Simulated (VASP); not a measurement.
Set up this calculation in VASP 6.6.1, as the native input.

```
Task                   : single point
Functional             : PBE
Potentials or basis    : VASP PAW PBE potentials, release 64 (W_sv)
Cutoff                 : 520 eV
k mesh                 : 13 × 13 × 13
Occupations            : fermi-dirac, width 0.1 eV
Spin                   : no spin polarisation
Dipole correction      : no
Further INCAR settings : ALGO = Normal; EDIFF = 1e-06; NBANDS = 13
```

The structure of W lies in POSCAR:

```
W
1.0
   -1.5823450000      1.5823450000      1.5823450000
    1.5823450000     -1.5823450000      1.5823450000
    1.5823450000      1.5823450000     -1.5823450000
W
1
Direct
    0.0000000000      0.0000000000      0.0000000000
```

The input as run:

INCAR

```
SYSTEM = W
PREC = Accurate ; ENCUT = 520
EDIFF = 1E-6 ; ISMEAR = -1
SIGMA = 0.1 ; LREAL = .False.
LASPH = .True. ; NELM = 100
ALGO = Normal ; ISIF = 2
LWAVE = .False. ; LCHARG = .True.
GGA = PE ; LELF = .True.
LVHAR = .True. ; NBANDS = 13
```

KPOINTS

```
Automatic mesh
0
Gamma
  13 13 13
  0 0 0
```

Potentials or basis: VASP PAW PBE potentials, release 64 (W_sv).

Command:

```sh
$ cat potpaw_PBE.64/W_sv/POTCAR > POTCAR
$ mpirun -np 1 vasp_std > vasp.out
```

Results of the run:

```json
{
 "Pressure": "6.0 GPa",
 "Band gap on the k mesh": "zero (band 7 reaches 15.96 eV, above the bottom of band 8 at 10.22 eV)"
}
```

Caveat: spin-orbit coupling is left out, which moves the levels of the heavy elements.

It took 5.5 s on 1 thread of Intel(R) Xeon(R) 6975P-C (Granite Rapids), with other jobs on the host, peak memory 0.13 GiB.
